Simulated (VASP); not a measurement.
# PbS: single point with PBE

The system is PbS.

```
CELL_PARAMETERS angstrom
2.05694 -3.56583 0.00000
2.05694 3.56583 0.00000
0.00000 0.00000 7.55994
ATOMIC_POSITIONS crystal
Pb 0.00103 0.99897 0.48673
Pb 0.99897 0.00103 0.98673
S 0.66715 0.33285 0.69247
S 0.33285 0.66715 0.19247
```

* Program: VASP 6.6.1
* Task: single point
* Functional: PBE
* Potentials or basis: VASP PAW PBE potentials, release 64 (Pb_d, S)
* Cutoff: 520 eV
* k mesh: 8 × 8 × 4
* Occupations: gaussian, width 0.05 eV
* Spin: no spin polarisation
* Dipole correction: no
* Further INCAR settings: ALGO = Normal; EDIFF = 1e-07; NBANDS = 28

```yaml
Pressure: 0.9 GPa
Largest_force: 0.063 eV/Å
Band_gap_on_the_k_mesh: 0.61 eV, indirect (least direct gap 1.14 eV)
```

Forces on the atoms (eV/Å):
```
Pb   0.000  0.006 -0.062
Pb   0.000 -0.006 -0.062
S    0.000 -0.004  0.062
S    0.000  0.004  0.062
```

Stress tensor (GPa, compression positive):
```
0.96 0.00 0.00
0.00 0.93 0.00
0.00 0.00 0.86
```

Levels at points of the mesh, in eV from the valence-band top:
```tsv
k point	band 17	band 18	band 19	band 20	band 21	band 22	band 23	band 24
(0.00, 0.00, 0.00)	-1.71	-1.38	-1.37	-0.03	1.11	3.61	3.61	3.94
(0.50, 0.00, 0.00)	-2.79	-1.71	-1.38	-0.77	0.61	2.59	2.93	4.03
(0.50, 0.50, 0.00)	-2.78	-1.71	-1.38	-0.75	0.61	2.60	2.93	4.03
(0.00, 0.00, 0.50)	-1.54	-1.54	-1.25	-1.25	2.73	2.73	3.68	3.68
(0.50, 0.00, 0.50)	-2.33	-2.33	-2.25	-2.25	2.52	2.52	3.43	3.43
(0.50, 0.50, 0.50)	-2.32	-2.32	-2.24	-2.24	2.51	2.51	3.43	3.43
```

Run time: 2.1 min on 1 thread of Intel(R) Xeon(R) Platinum 8488C (Sapphire Rapids), on a shared host, peak memory 0.32 GiB.

Caveat: spin-orbit coupling is left out, which moves the levels of the heavy elements. A k mesh can miss the band edges.
